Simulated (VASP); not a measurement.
A run of VASP 6.6.1 is set up as follows.

INCAR

```
  PREC = Accurate
  ENCUT = 520
  EDIFF = 1E-7
  ISMEAR = 0
  SIGMA = 0.1
  LREAL = False
  LASPH = True
  NELM = 80
  ALGO = Normal
  ISIF = 2
  LWAVE = False
  LCHARG = True
  GGA = PE
  LELF = True
  LVHAR = True
  NBANDS = 32
```

KPOINTS

```
Automatic mesh
0
Gamma
  4 4 4
```

File POSCAR:

```
BiTe5
1.0
    0.0000000000      4.6766392100      4.6766392100
    4.6766392100      0.0000000000      4.6766392100
    4.6766392100      4.6766392100      0.0000000000
Bi Te
1 5
Direct
    0.0000000000      0.0000000000      0.0000000000
    0.2500000000      0.2500000000      0.2500000000
    0.1250000000      0.6250000000      0.6250000000
    0.6250000000      0.6250000000      0.6250000000
    0.6250000000      0.1250000000      0.6250000000
    0.6250000000      0.6250000000      0.1250000000
```

Potentials or basis: VASP PAW PBE potentials, release 64 (Bi_d, Te).

Run with:

```console
$ cat potpaw_PBE.64/Bi_d/POTCAR potpaw_PBE.64/Te/POTCAR > POTCAR
$ mpirun -np 1 vasp_std > vasp.out
```

(1) Predict the pressure.

Results:

(1) -3.7 GPa.
